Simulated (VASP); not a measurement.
Here is a VASP 6.6.1 calculation.

INCAR

```
SYSTEM = Mg2O
PREC     = Accurate       ! precision mode
ENCUT    = 600            ! plane-wave cutoff, eV
EDIFF    = 1E-6           ! SCF threshold, eV
ISMEAR   = 0              ! smearing method
SIGMA    = 0.2            ! smearing width, eV
LREAL    = .False.        ! projectors in reciprocal space
LASPH    = .True.         ! aspherical terms in the spheres
NELM     = 120            ! most SCF steps
ALGO     = Normal         ! electronic algorithm
ISIF     = 2              ! what is computed and relaxed
LWAVE    = .False.        ! write WAVECAR
LCHARG   = .False.        ! write CHGCAR
GGA      = PE             ! functional
NBANDS   = 12             ! bands
GGA_COMPAT= .False.
```

Contents of KPOINTS:

```
Automatic mesh
0
Gamma
  7 7 5
  0 0 0
```

Contents of POSCAR:

```
Mg2O
1.0
    4.4367122032     -0.0000000037      0.0000000000
   -2.2183560984      3.8423054791      0.0000000000
    0.0000000000      0.0000000000      3.0219878585
Mg O
2 1
Direct
    0.3333333333      0.6666666667      0.5000000000
    0.6666666667      0.3333333333      0.5000000000
    0.0000000000      0.0000000000      0.0000000000
```

Potentials or basis: VASP PAW PBE potentials, release 64 (Mg, O).

Launch:

```console
$ cat potpaw_PBE.64/Mg/POTCAR potpaw_PBE.64/O/POTCAR > POTCAR
$ mpirun -np 1 vasp_std > vasp.out
```

(1) Estimate the band gap on the k mesh.

(2) Estimate the pressure.

Results:

(1) zero (bands 5 and 6 overlap by 0.09 eV).

(2) -0.1 GPa.

Caveat: the k points lie up to 0.42 Å⁻¹ apart; semilocal functionals underestimate gaps, and a narrow one can read as zero.
